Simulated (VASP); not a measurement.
# Pb in VASP: further runs

Runs on Pb. Level: PBEsol. Tasks: single point.

All numbers are computed with VASP 6.6.1; they aren't measurements. Logs are shortened: lines on timing, memory, paths and dates and some standing lists are left out, and cuts for length are marked.

### 1 The cell of the first run

Symmetry: C2/m, No. 12, monoclinic system. The conventional cell has a = 5.953 Å, b = 3.429 Å, c = 6.320 Å, α = 90.00°, β = 109.14°, γ = 90.00°. Pb (site symmetry m) has 10 Pb at 3.27 to 3.44 Å within 4.3 Å.

### 2 Single point, PBEsol (volume scaled by 0.94)

INCAR reads:

```
PREC     = Accurate       # precision mode
ENCUT    = 520            # plane-wave cutoff, eV
EDIFF    = 1E-6           # SCF threshold, eV
ISMEAR   = -1             # smearing method
SIGMA    = 0.05           # smearing width, eV
LREAL    = F              # projectors in reciprocal space
LASPH    = T              # aspherical terms in the spheres
NELM     = 80             # most SCF steps
ALGO     = Fast           # electronic algorithm
ISIF     = 2              # what is computed and relaxed
LWAVE    = F              # write WAVECAR
LCHARG   = T              # write CHGCAR
GGA      = PS             # functional
LELF     = T              # ELF
LVHAR    = T            
NBANDS   = 21             # bands
```

KPOINTS reads:

```
Automatic mesh
0
Gamma
  9 9 5
```

POSCAR reads:

```
Pb
1.0
    2.9765770244     -1.7145891186      0.0000000000
    2.9765770244      1.7145891186      0.0000000000
   -2.0722778132      0.0000000000      5.9707976096
Pb
2
Direct
    0.9085084100      0.9085084100      0.7262922000
    0.0914915900      0.0914915900      0.2737078000
```

Potentials or basis: VASP PAW PBE potentials, release 64 (Pb_d).

On the command line:

```
> cat potpaw_PBE.64/Pb_d/POTCAR > POTCAR
> mpirun -np 1 vasp_std > vasp.out
```

OUTCAR:

```text
PREC = Accurate
   ENCUT = 520
   EDIFF = 1E-6
   ISMEAR = -1
   LREAL = F
   LASPH = T
   NELM = 80
   ISIF = 2
   GGA = PS

 ion  position               nearest neighbor table
   1  0.909  0.909  0.726-   2 3.27   2 3.34   2 3.34   2 3.38
   2  0.091  0.091  0.274-   1 3.27   1 3.34   1 3.34   1 3.38

  LATTYP: Found a base centered monoclinic cell.
 ALAT       =     5.9531540488
 B/A-ratio  =     0.5760271293
 C/A-ratio  =     1.0616534713
 COS(beta)  =    -0.3278823751

  Lattice vectors:

 A1 = (   2.9765770244,  -1.7145891186,   0.0000000000)
 A2 = (   2.9765770244,   1.7145891186,   0.0000000000)
 A3 = (  -2.0722778132,   0.0000000000,   5.9707976096)

Analysis of symmetry for initial positions (statically):
=====================================================================
 Subroutine PRICEL returns:
 Original cell was already a primitive cell.

 Routine SETGRP: Setting up the symmetry group for a
 base centered monoclinic supercell.

 Subroutine GETGRP returns: Found  4 space group operations
 (whereof  4 operations were pure point group operations)
 out of a pool of  4 trial point group operations.

The static configuration has the point symmetry C_2h.

Analysis of symmetry for dynamics (positions and initial velocities):
=====================================================================
 Subroutine PRICEL returns:
 Original cell was already a primitive cell.

 Routine SETGRP: Setting up the symmetry group for a
 base centered monoclinic supercell.

 Subroutine GETGRP returns: Found  4 space group operations
 (whereof  4 operations were pure point group operations)
 out of a pool of  4 trial point group operations.

The dynamic configuration has the point symmetry C_2h.

 Subroutine INISYM returns: Found  4 space group operations
 (whereof  4 operations are pure point group operations),
 and found     1 'primitive' translations

----------------------------------------------------------------------------------------

                                     Primitive cell

  volume of cell :      60.9452

  direct lattice vectors                    reciprocal lattice vectors
     2.976577024 -1.714589119  0.000000000     0.167978183 -0.291615055  0.058299993
     2.976577024  1.714589119  0.000000000     0.167978183  0.291615055  0.058299993
    -2.072277813  0.000000000  5.970797610     0.000000000  0.000000000  0.167481812

  length of vectors
     3.435087572  3.435087572  6.320186661     0.341547800  0.341547800  0.167481812

  position of ions in fractional coordinates (direct lattice)
     0.908508410  0.908508410  0.726292200
     0.091491590  0.091491590  0.273707800

  ion indices of the primitive-cell ions
   primitive index   ion index
                 1           1
                 2           2

----------------------------------------------------------------------------------------

 KPOINTS: Automatic mesh

Automatic generation of k-mesh.
 Grid dimensions read from file:
 generate k-points for:    9    9    5

 Generating k-lattice:

  Cartesian coordinates                     Fractional coordinates (reciprocal lattice)
     0.018664243 -0.032401673  0.006477777     0.111111111 -0.000000000  0.000000000
     0.018664243  0.032401673  0.006477777    -0.000000000  0.111111111  0.000000000
     0.000000000  0.000000000  0.033496362     0.000000000  0.000000000  0.200000000

  Length of vectors
     0.037949756  0.037949756  0.033496362

  Shift w.r.t. Gamma in fractional coordinates (k-lattice)
     0.000000000  0.000000000  0.000000000

 Subroutine IBZKPT returns following result:
 ===========================================

 Found    115 irreducible k-points:

 Following reciprocal coordinates:
            Coordinates               Weight
  0.000000  0.000000  0.000000      1.000000
  0.111111  0.000000 -0.000000      4.000000
  0.222222  0.000000 -0.000000      4.000000
  0.333333 -0.000000 -0.000000      4.000000
  0.444444  0.000000 -0.000000      4.000000
  0.111111  0.111111 -0.000000      2.000000
[... 16 lines left out ...]
 -0.333333  0.333333  0.000000      2.000000
  0.444444  0.444444 -0.000000      2.000000
 [... further k-points ...]
   k-points           NKPTS =    115   k-points in BZ     NKDIM =    115   number of bands    NBANDS=     21
   number of dos      NEDOS =    301   number of ions     NIONS =      2
   total plane-waves  NPLWV =  37632
   dimension x,y,z NGX =    28 NGY =   28 NGZ =   48
   dimension x,y,z NGXF=    56 NGYF=   56 NGZF=   96
   ions per type =               2
   NGX,Y,Z   is equivalent  to a cutoff of  13.55, 13.55, 12.63 a.u.
   NGXF,Y,Z  is equivalent  to a cutoff of  27.10, 27.10, 25.25 a.u.
 SYSTEM =  unknown system
   PREC   = accura    normal or accurate (medium, high low for compatibility)
   ISTART =      0    job   : 0-new  1-cont  2-samecut
   ICHARG =      2    charge: 1-file 2-atom 10-const
   ISPIN  =      1    spin polarized calculation?
   LNONCOLLINEAR =      F non collinear calculations
   LSORBIT =      F    spin-orbit coupling
   LASPH  =      T    aspherical Exc in radial PAW
   ENCUT  =  520.0 eV  38.22 Ry    6.18 a.u.   6.39  6.39 11.75*2*pi/ulx,y,z
   NELM   =     80;   NELMIN=  2; NELMDL= -5     # of ELM steps
   EDIFF  = 0.1E-05   stopping-criterion for ELM
   LREAL  =      F    real-space projection
   EDIFFG = 0.1E-04   stopping-criterion for IOM
   NSW    =      0    number of steps for IOM
   IBRION =     -1    ionic relax: 0-MD 1-quasi-New 2-CG
   NFREE  =      0    steps in history (QN), initial steepest desc. (CG)
   ISIF   =      2    stress and relaxation
   ISYM   =      2    0-nonsym 1-usesym 2-fastsym
   POTIM  = 0.5000    time-step for ionic-motion
   TEBEG  =    0.0;   TEEND  =   0.0 temperature during run
   PSTRESS=    0.0 pullay stress
   NELECT =      28.0000    total number of electrons
   NUPDOWN=      -1.0000    fix difference up-down
   EMIN   =  10.00;   EMAX   =-10.00  energy-range for DOS
   EFERMI =   0.00;   METHOD = LEGACY
   ISMEAR =    -1;   SIGMA  =   0.05  broadening in eV -4-tet -1-fermi 0-gaus
   EFERMI_NEDOS =   21; number of points for ismear=-14 and -15
   IALGO  =     68    algorithm
   IMIX   =      4    mixing-type and parameters
     AMIX     =   0.40;   BMIX     =  1.00
     AMIX_MAG =   1.60;   BMIX_MAG =  1.00
  volume/ion in A,a.u.               =      30.47       205.64
  Fermi-wavevector in a.u.,A,eV,Ry     =   1.263226  2.387151 21.711354  1.595739
  Thomas-Fermi vector in A             =   2.396594
   LORBIT       =      0    0 simple, 1 ext, 2 COOP (PROOUT), +10 PAW based schemes
   GGA     = PS    functional components
   LHFCALC =     F    Hartree Fock is set to
   AEXX    =    0.0000 exact exchange contribution
   IVDW    =     0    specifies the selected vdW correction
   LEPSILON=     F    determine dielectric tensor
   LRPA    =     F    only Hartree local field effects (RPA)
 non-spin polarized calculation
 RMM-DIIS sequential band-by-band and
  energy-cutoff  :      520.00
  volume of cell :       60.95
 maximum number of plane-waves:      1663
 NGX is ok and might be reduce to    28
   NGX = 13   NGY = 13   NGZ = 23

 number of electron      28.0000003 magnetization

 Free energy of the ion-electron system (eV)
  ---------------------------------------------------
  ext. energy  EPLUGINS =         0.00000000
  ---------------------------------------------------
  free energy    TOTEN  =        -7.87275645 eV

  energy without entropy =       -7.86529985  energy(sigma->0) =       -7.86902815

 E-fermi :   6.9739     XC(G=0): -10.2730

 val. band max:        6.9700222867   @ k =  -0.2222   0.1111   0.4000
 cond. band min:       6.9779089247   @ k =   0.3333   0.2222  -0.0000
 fundamental gap:      0.0078866380
 Fermi energy:         6.9738621563

 k-point     1 :       0.0000    0.0000    0.0000
  band No.  band energies     occupation
      1     -10.1129      2.00000
      2      -9.9711      2.00000
      3      -9.9697      2.00000
      4      -9.9664      2.00000
      5      -9.9651      2.00000
      6      -9.9592      2.00000
[... 13 lines left out ...]
     20      16.7592      0.00000
     21      17.1793      0.00000

 k-point     2 :       0.1111    0.0000   -0.0000
  band No.  band energies     occupation
      1     -10.1002      2.00000
      2      -9.9914      2.00000
      3      -9.9751      2.00000
      4      -9.9402      2.00000
      5      -9.9359      2.00000
      6      -9.9172      2.00000
[... 13 lines left out ...]
     20      16.5315      0.00000
     21      17.6327      0.00000

 k-point     3 :       0.2222    0.0000   -0.0000
  band No.  band energies     occupation
      1     -10.0782      2.00000
      2     -10.0251      2.00000
      3      -9.9998      2.00000
      4      -9.9226      2.00000
      5      -9.8856      2.00000
      6      -9.8567      2.00000
[... 13 lines left out ...]
     20      15.4965      0.00000
     21      16.6767      0.00000

 k-point     4 :       0.3333   -0.0000   -0.0000
  band No.  band energies     occupation
      1     -10.0948      2.00000
      2     -10.0498      2.00000
      3     -10.0217      2.00000
      4      -9.9872      2.00000
      5      -9.8819      2.00000
      6      -9.7831      2.00000
[... 13 lines left out ...]
     20      14.8498      0.00000
     21      15.5377      0.00000

 k-point     5 :       0.4444    0.0000   -0.0000
  band No.  band energies     occupation
      1     -10.1217      2.00000
      2     -10.0758      2.00000
      3     -10.0472      2.00000
      4     -10.0021      2.00000
      5      -9.8907      2.00000
      6      -9.7728      2.00000
[... 13 lines left out ...]
     20      14.5673      0.00000
     21      15.5212      0.00000
[... 382 lines left out ...]
     20      15.3828      0.00000
     21      15.4295      0.00000

 k-point    22 :      -0.4444    0.3333   -0.0000
  band No.  band energies     occupation
      1     -10.0829      2.00000
      2     -10.0259      2.00000
      3      -9.9680      2.00000
      4      -9.9405      2.00000
      5      -9.8938      2.00000
      6      -9.8077      2.00000
[... 13 lines left out ...]
     20      14.9374      0.00000
     21      16.8296      0.00000

 k-point    23 :      -0.3333    0.3333    0.0000
  band No.  band energies     occupation
      1     -10.0691      2.00000
      2     -10.0150      2.00000
      3      -9.9698      2.00000
      4      -9.8577      2.00000
      5      -9.8487      2.00000
      6      -9.8357      2.00000
[... 13 lines left out ...]
     20      15.5108      0.00000
     21      17.2576      0.00000

 k-point    24 :       0.4444    0.4444   -0.0000
  band No.  band energies     occupation
      1     -10.1808      2.00000
      2     -10.0251      2.00000
      3     -10.0043      2.00000
      4      -9.9672      2.00000
      5      -9.9659      2.00000
      6      -9.7840      2.00000
[... 13 lines left out ...]
     20      14.3201      0.00000
     21      16.0073      0.00000

 [... further k-points ...]

------------------------ aborting loop because EDIFF is reached ----------------------------------------

  FORCE on cell =-STRESS in cart. coord.  units (eV):
  Direction    XX          YY          ZZ          XY          YZ          ZX
  --------------------------------------------------------------------------------------
  -------------------------------------------------------------------------------------
  Total        0.2921464      0.3432289      0.3106029      0.0000000      0.0000000      0.0151570
  in kB        7.6801822      9.0230806      8.1653835      0.0000000      0.0000000      0.3984599
  external PRESSURE =       8.2895488 kB  Pullay stress =       0.0000000 kB

 VOLUME and BASIS-vectors are now :
 -----------------------------------------------------------------------------
  energy-cutoff  :      520.00
  volume of cell :       60.95
      direct lattice vectors                 reciprocal lattice vectors
     2.976577024 -1.714589119  0.000000000     0.167978183 -0.291615055  0.058299993
     2.976577024  1.714589119  0.000000000     0.167978183  0.291615055  0.058299993
    -2.072277813  0.000000000  5.970797610     0.000000000  0.000000000  0.167481812

 POSITION                                       TOTAL-FORCE (eV/Angst)
 -----------------------------------------------------------------------------------
      3.90341      0.00000      4.33654         0.031316      0.000000     -0.017997
     -0.02254      0.00000      1.63425        -0.031316      0.000000      0.017997
 -----------------------------------------------------------------------------------
    total drift:                                0.000000      0.000000     -0.000000

  FREE ENERGIE OF THE ION-ELECTRON SYSTEM (eV)
  ---------------------------------------------------
  free  energy   TOTEN  =        -7.8727564546 eV

  energy  without entropy=       -7.8652998523  energy(sigma->0) =       -7.86902815
```

Run time: 2 min. Hardware: 1 thread of Intel Xeon Platinum 8488C (Sapphire Rapids), shared host; peak memory 0.26 GiB.

What came out:

```yaml
Free_energy: -7.8728 eV
Pressure: 0.8 GPa
Largest_force: 0.036 eV/Å
Band_gap_on_the_k_mesh: zero (band 14 reaches 13.59 eV, above the bottom of band 15 at 5.51 eV)
```

Forces in eV/Å, atoms in the order of the input:
```
Pb   0.031  0.000 -0.018
Pb  -0.031  0.000  0.018
```

Stress tensor (GPa, compression positive):
```
0.77 0.00 0.04
0.00 0.90 0.00
0.04 0.00 0.82
```

Levels at points of the mesh, in eV from the Fermi level:
| k point | band 10 | band 11 | band 12 | band 13 | band 14 | band 15 | band 16 | band 17 | band 18 | band 19 |
| --- | --- | --- | --- | --- | --- | --- | --- | --- | --- | --- |
| (0.00, 0.00, 0.00) | -16.72 | -11.87 | -8.46 | -4.28 | 6.62 | 6.88 | 6.94 | 6.97 | 7.10 | 9.47 |

Caveat: the PAW data sets were made with another functional, which shifts forces and pressure a little; spin-orbit coupling is left out, which moves the levels of the heavy elements.

[end of part 1 of 2]
